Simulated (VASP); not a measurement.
# La2In8Rh (P4/mmm) in VASP: single point with PBE

Aim: the single point of La2In8Rh with PBE.

All numbers are computed with VASP 6.6.1; they aren't measurements. Logs are shortened: lines on timing, memory, paths and dates and some standing lists are left out, and cuts for length are marked.

## (1) The cell of the first run

The structure is tetragonal, space group P4/mmm (No. 123). Conventional cell: a = 4.763 Å, b = 4.763 Å, c = 12.510 Å, α = 90.00°, β = 90.00°, γ = 90.00°. La (site symmetry 4mm) has 12 In at 3.34 to 3.41 Å and 1 Rh at 3.82 Å within 4.4 Å. Within 4.4 Å of In (site symmetry mmm) lie 8 In at 3.37 to 3.39 Å and 4 La at 3.41 Å. In (site symmetry 2mm) has 2 Rh at 2.81 Å and 7 In at 2.97 to 3.37 Å and 2 La at 3.34 Å within 3.7 Å. In (site symmetry 4mm) has 8 In at 3.35 to 3.39 Å and 4 La at 3.37 Å within 4.4 Å. Within 3.9 Å of Rh (site symmetry 4/mmm) lie 8 In at 2.81 Å and 2 La at 3.82 Å.

## (2) Single point, PBE

The input, INCAR:

```
PREC = Accurate ; ENCUT = 500
EDIFF = 1E-6 ; ISMEAR = -1
SIGMA = 0.1 ; LREAL = False
LASPH = True ; NELM = 200
ALGO = Normal ; ISIF = 2
LWAVE = False ; LCHARG = False
GGA = PE ; NBANDS = 82
GGA_COMPAT = False ; LMAXMIX = 6
```

The input, KPOINTS:

```
Automatic mesh
0
Gamma
  7 7 3
```

The input, POSCAR:

```
La2In8Rh
1.0
    4.7632868055      0.0000000000      0.0000000000
    0.0000000000      4.7632868055      0.0000000000
    0.0000000000      0.0000000000     12.5100300059
La In Rh
2 8 1
Direct
    0.0000000000      0.0000000000      0.3054216595
    0.0000000000      0.0000000000      0.6945783405
    0.5000000000      0.0000000000      0.5000000000
    0.0000000000      0.5000000000      0.5000000000
    0.5000000000      0.0000000000      0.1185548503
    0.0000000000      0.5000000000      0.1185548503
    0.5000000000      0.0000000000      0.8814451497
    0.0000000000      0.5000000000      0.8814451497
    0.5000000000      0.5000000000      0.3071125584
    0.5000000000      0.5000000000      0.6928874416
    0.0000000000      0.0000000000      0.0000000000
```

Potentials or basis: VASP PAW PBE potentials, release 64 (La, In_d, Rh_pv).

Launch:

```sh
> cat potpaw_PBE.64/La/POTCAR potpaw_PBE.64/In_d/POTCAR potpaw_PBE.64/Rh_pv/POTCAR > POTCAR
> mpirun -np 1 vasp_std > vasp.out
```

OUTCAR:

```text
PREC = Accurate
   ENCUT = 500
   EDIFF = 1E-6
   ISMEAR = -1
   LREAL = False
   LASPH = True
   NELM = 200
   ISIF = 2
   GGA = PE

 ion  position               nearest neighbor table
   1  0.000  0.000  0.305-   5 3.34   6 3.34   6 3.34   5 3.34   9 3.37   9 3.37   9 3.37   9 3.37
                             3 3.41   4 3.41   4 3.41   3 3.41
   2  0.000  0.000  0.695-   7 3.34   8 3.34   8 3.34   7 3.34  10 3.37  10 3.37  10 3.37  10 3.37
                             3 3.41   4 3.41   4 3.41   3 3.41
   3  0.500  0.000  0.500-   4 3.37   4 3.37   4 3.37   4 3.37   9 3.39  10 3.39  10 3.39   9 3.39
                             1 3.41   2 3.41   1 3.41   2 3.41
   4  0.000  0.500  0.500-   3 3.37   3 3.37   3 3.37   3 3.37  10 3.39   9 3.39  10 3.39   9 3.39
                             1 3.41   1 3.41   2 3.41   2 3.41
   5  0.500  0.000  0.119-  11 2.81  11 2.81   7 2.97   1 3.34   1 3.34   9 3.35   9 3.35   6 3.37
                             6 3.37   6 3.37   6 3.37
   6  0.000  0.500  0.119-  11 2.81  11 2.81   8 2.97   1 3.34   1 3.34   9 3.35   9 3.35   5 3.37
                             5 3.37   5 3.37   5 3.37
   7  0.500  0.000  0.881-  11 2.81  11 2.81   5 2.97   2 3.34   2 3.34  10 3.35  10 3.35   8 3.37
                             8 3.37   8 3.37   8 3.37
   8  0.000  0.500  0.881-  11 2.81  11 2.81   6 2.97   2 3.34   2 3.34  10 3.35  10 3.35   7 3.37
                             7 3.37   7 3.37   7 3.37
   9  0.500  0.500  0.307-   5 3.35   6 3.35   5 3.35   6 3.35   1 3.37   1 3.37   1 3.37   1 3.37
                             3 3.39   4 3.39   3 3.39   4 3.39
  10  0.500  0.500  0.693-   7 3.35   8 3.35   7 3.35   8 3.35   2 3.37   2 3.37   2 3.37   2 3.37
                             3 3.39   4 3.39   3 3.39   4 3.39
  11  0.000  0.000  0.000-   5 2.81   6 2.81   7 2.81   8 2.81   6 2.81   8 2.81   5 2.81   7 2.81

  LATTYP: Found a simple tetragonal cell.
 ALAT       =     4.7632868055
 C/A-ratio  =     2.6263440596

  Lattice vectors:

 A1 = (   4.7632868055,   0.0000000000,   0.0000000000)
 A2 = (   0.0000000000,   4.7632868055,   0.0000000000)
 A3 = (   0.0000000000,   0.0000000000,  12.5100300059)

Analysis of symmetry for initial positions (statically):
=====================================================================
 Subroutine PRICEL returns:
 Original cell was already a primitive cell.

 Routine SETGRP: Setting up the symmetry group for a
 simple tetragonal supercell.

 Subroutine GETGRP returns: Found 16 space group operations
 (whereof 16 operations were pure point group operations)
 out of a pool of 16 trial point group operations.

The static configuration has the point symmetry D_4h.

Analysis of symmetry for dynamics (positions and initial velocities):
=====================================================================
 Subroutine PRICEL returns:
 Original cell was already a primitive cell.

 Routine SETGRP: Setting up the symmetry group for a
 simple tetragonal supercell.

 Subroutine GETGRP returns: Found 16 space group operations
 (whereof 16 operations were pure point group operations)
 out of a pool of 16 trial point group operations.

The dynamic configuration has the point symmetry D_4h.

 Subroutine INISYM returns: Found 16 space group operations
 (whereof 16 operations are pure point group operations),
 and found     1 'primitive' translations

----------------------------------------------------------------------------------------

                                     Primitive cell

  volume of cell :     283.8388

  direct lattice vectors                    reciprocal lattice vectors
     4.763286805  0.000000000  0.000000000     0.209939070  0.000000000  0.000000000
     0.000000000  4.763286805  0.000000000     0.000000000  0.209939070  0.000000000
     0.000000000  0.000000000 12.510030006     0.000000000  0.000000000  0.079935859

  length of vectors
     4.763286805  4.763286805 12.510030006     0.209939070  0.209939070  0.079935859

  position of ions in fractional coordinates (direct lattice)
     0.000000000  0.000000000  0.305421659
     0.000000000  0.000000000  0.694578341
     0.500000000  0.000000000  0.500000000
     0.000000000  0.500000000  0.500000000
     0.500000000  0.000000000  0.118554850
     0.000000000  0.500000000  0.118554850
     0.500000000  0.000000000  0.881445150
     0.000000000  0.500000000  0.881445150
     0.500000000  0.500000000  0.307112558
     0.500000000  0.500000000  0.692887442
     0.000000000  0.000000000  0.000000000

  ion indices of the primitive-cell ions
   primitive index   ion index
                 1           1
                 2           2
                 3           3
                 4           4
                 5           5
                 6           6
                 7           7
                 8           8
                 9           9
                10          10
                11          11

----------------------------------------------------------------------------------------

 KPOINTS: Automatic mesh

Automatic generation of k-mesh.
 Grid dimensions read from file:
 generate k-points for:    7    7    3

 Generating k-lattice:

  Cartesian coordinates                     Fractional coordinates (reciprocal lattice)
     0.029991296  0.000000000  0.000000000     0.142857143  0.000000000  0.000000000
     0.000000000  0.029991296  0.000000000     0.000000000  0.142857143  0.000000000
     0.000000000  0.000000000  0.026645286     0.000000000  0.000000000  0.333333333

  Length of vectors
     0.029991296  0.029991296  0.026645286

  Shift w.r.t. Gamma in fractional coordinates (k-lattice)
     0.000000000  0.000000000  0.000000000

 Subroutine IBZKPT returns following result:
 ===========================================

 Found     20 irreducible k-points:

 Following reciprocal coordinates:
            Coordinates               Weight
  0.000000  0.000000  0.000000      1.000000
  0.142857  0.000000  0.000000      4.000000
  0.285714  0.000000  0.000000      4.000000
  0.428571  0.000000  0.000000      4.000000
  0.142857  0.142857  0.000000      4.000000
  0.285714  0.142857  0.000000      8.000000
[... 12 lines left out ...]
  0.428571  0.285714  0.333333     16.000000
  0.428571  0.428571  0.333333      8.000000
   k-points           NKPTS =     20   k-points in BZ     NKDIM =     20   number of bands    NBANDS=     82
   number of dos      NEDOS =    301   number of ions     NIONS =     11
   total plane-waves  NPLWV = 124416
   dimension x,y,z NGX =    36 NGY =   36 NGZ =   96
   dimension x,y,z NGXF=    72 NGYF=   72 NGZF=  192
   ions per type =               2   8   1
   NGX,Y,Z   is equivalent  to a cutoff of  12.56, 12.56, 12.76 a.u.
   NGXF,Y,Z  is equivalent  to a cutoff of  25.13, 25.13, 25.51 a.u.
 SYSTEM =  unknown system
   PREC   = accura    normal or accurate (medium, high low for compatibility)
   ISTART =      0    job   : 0-new  1-cont  2-samecut
   ICHARG =      2    charge: 1-file 2-atom 10-const
   ISPIN  =      1    spin polarized calculation?
   LNONCOLLINEAR =      F non collinear calculations
   LSORBIT =      F    spin-orbit coupling
   LASPH  =      T    aspherical Exc in radial PAW
   ENCUT  =  500.0 eV  36.75 Ry    6.06 a.u.   8.68  8.68 22.81*2*pi/ulx,y,z
   NELM   =    200;   NELMIN=  2; NELMDL= -5     # of ELM steps
   EDIFF  = 0.1E-05   stopping-criterion for ELM
   LREAL  =      F    real-space projection
   EDIFFG = 0.1E-04   stopping-criterion for IOM
   NSW    =      0    number of steps for IOM
   IBRION =     -1    ionic relax: 0-MD 1-quasi-New 2-CG
   NFREE  =      0    steps in history (QN), initial steepest desc. (CG)
   ISIF   =      2    stress and relaxation
   ISYM   =      2    0-nonsym 1-usesym 2-fastsym
   POTIM  = 0.5000    time-step for ionic-motion
   TEBEG  =    0.0;   TEEND  =   0.0 temperature during run
   PSTRESS=    0.0 pullay stress
   NELECT =     141.0000    total number of electrons
   NUPDOWN=      -1.0000    fix difference up-down
   EMIN   =  10.00;   EMAX   =-10.00  energy-range for DOS
   EFERMI =   0.00;   METHOD = LEGACY
   ISMEAR =    -1;   SIGMA  =   0.10  broadening in eV -4-tet -1-fermi 0-gaus
   EFERMI_NEDOS =   21; number of points for ismear=-14 and -15
   IALGO  =     38    algorithm
   IMIX   =      4    mixing-type and parameters
     AMIX     =   0.40;   BMIX     =  1.00
     AMIX_MAG =   1.60;   BMIX_MAG =  1.00
  volume/ion in A,a.u.               =      25.80       174.13
  Fermi-wavevector in a.u.,A,eV,Ry     =   1.296554  2.450132 22.872103  1.681052
  Thomas-Fermi vector in A             =   2.428003
   LORBIT       =      0    0 simple, 1 ext, 2 COOP (PROOUT), +10 PAW based schemes
   GGA     = PE    functional components
   LHFCALC =     F    Hartree Fock is set to
   AEXX    =    0.0000 exact exchange contribution
   IVDW    =     0    specifies the selected vdW correction
   LEPSILON=     F    determine dielectric tensor
   LRPA    =     F    only Hartree local field effects (RPA)
 non-spin polarized calculation
  energy-cutoff  :      500.00
  volume of cell :      283.84
 maximum number of plane-waves:      7245
 NGX is ok and might be reduce to    36
   NGX = 17   NGY = 17   NGZ = 45

 number of electron     141.0000082 magnetization

 Free energy of the ion-electron system (eV)
  ---------------------------------------------------
  ext. energy  EPLUGINS =         0.00000000
  ---------------------------------------------------
  free energy    TOTEN  =       -42.84977737 eV

  energy without entropy =      -42.68116422  energy(sigma->0) =      -42.76547079

 E-fermi :   8.1104     XC(G=0): -10.4418

 val. band max:        8.0966968500   @ k =   0.1429   0.1429   0.0000
 cond. band min:       8.1138107178   @ k =   0.1429   0.1429   0.0000
 fundamental gap:      0.0171138678
 Fermi energy:         8.1103700973

 k-point     1 :       0.0000    0.0000    0.0000
  band No.  band energies     occupation
      1     -37.8001      2.00000
      2     -37.8001      2.00000
      3     -37.7399      2.00000
      4     -24.5348      2.00000
      5     -24.5331      2.00000
      6      -8.4352      2.00000
[... 1689 lines left out ...]
     81      10.1533      0.00000
     82      10.1646      0.00000

------------------------ aborting loop because EDIFF is reached ----------------------------------------

  FORCE on cell =-STRESS in cart. coord.  units (eV):
  Direction    XX          YY          ZZ          XY          YZ          ZX
  --------------------------------------------------------------------------------------
  -------------------------------------------------------------------------------------
  Total       -0.0697433     -0.0697433     -0.0723280      0.0000000     -0.0000000      0.0000000
  in kB       -0.3936782     -0.3936782     -0.4082679      0.0000000     -0.0000000      0.0000000
  external PRESSURE =      -0.3985415 kB  Pullay stress =       0.0000000 kB

 VOLUME and BASIS-vectors are now :
 -----------------------------------------------------------------------------
  energy-cutoff  :      500.00
  volume of cell :      283.84
      direct lattice vectors                 reciprocal lattice vectors
     4.763286805  0.000000000  0.000000000     0.209939070  0.000000000  0.000000000
     0.000000000  4.763286805  0.000000000     0.000000000  0.209939070  0.000000000
     0.000000000  0.000000000 12.510030006     0.000000000  0.000000000  0.079935859

 POSITION                                       TOTAL-FORCE (eV/Angst)
 -----------------------------------------------------------------------------------
      0.00000      0.00000      3.82083         0.000000      0.000000      0.000029
      0.00000      0.00000      8.68920         0.000000      0.000000     -0.000029
      2.38164      0.00000      6.25502         0.000000      0.000000      0.000000
      0.00000      2.38164      6.25502         0.000000      0.000000      0.000000
      2.38164      0.00000      1.48312        -0.000000     -0.000000      0.007210
      0.00000      2.38164      1.48312         0.000000      0.000000      0.007210
      2.38164      0.00000     11.02691         0.000000      0.000000     -0.007210
      0.00000      2.38164     11.02691        -0.000000      0.000000     -0.007210
      2.38164      2.38164      3.84199        -0.000000      0.000000      0.001959
      2.38164      2.38164      8.66804         0.000000     -0.000000     -0.001959
      0.00000      0.00000      0.00000         0.000000      0.000000      0.000000
 -----------------------------------------------------------------------------------
    total drift:                                0.000000     -0.000000      0.000000

  FREE ENERGIE OF THE ION-ELECTRON SYSTEM (eV)
  ---------------------------------------------------
  free  energy   TOTEN  =       -42.8497773661 eV

  energy  without entropy=      -42.6811642211  energy(sigma->0) =      -42.76547079
```

Wall time 11 min (1 thread of Intel Xeon Platinum 8375C at 2.90GHz (Ice Lake), shared host); peak memory 0.57 GiB.

Results:

* Free energy: -42.8498 eV
* Pressure: 0.0 GPa
* Largest force: 0.007 eV/Å
* Band gap on the k mesh: zero (an odd number of electrons rules out a gap without spin polarisation)

Forces in eV/Å, atoms in the order of the input:
```
La   0.000  0.000  0.000
La   0.000  0.000  0.000
In   0.000  0.000  0.000
In   0.000  0.000  0.000
In   0.000  0.000  0.007
In   0.000  0.000  0.007
In   0.000  0.000 -0.007
In   0.000  0.000 -0.007
In   0.000  0.000  0.002
In   0.000  0.000 -0.002
Rh   0.000  0.000  0.000
```

Caveat: spin-orbit coupling is left out, which moves the levels of the heavy elements.
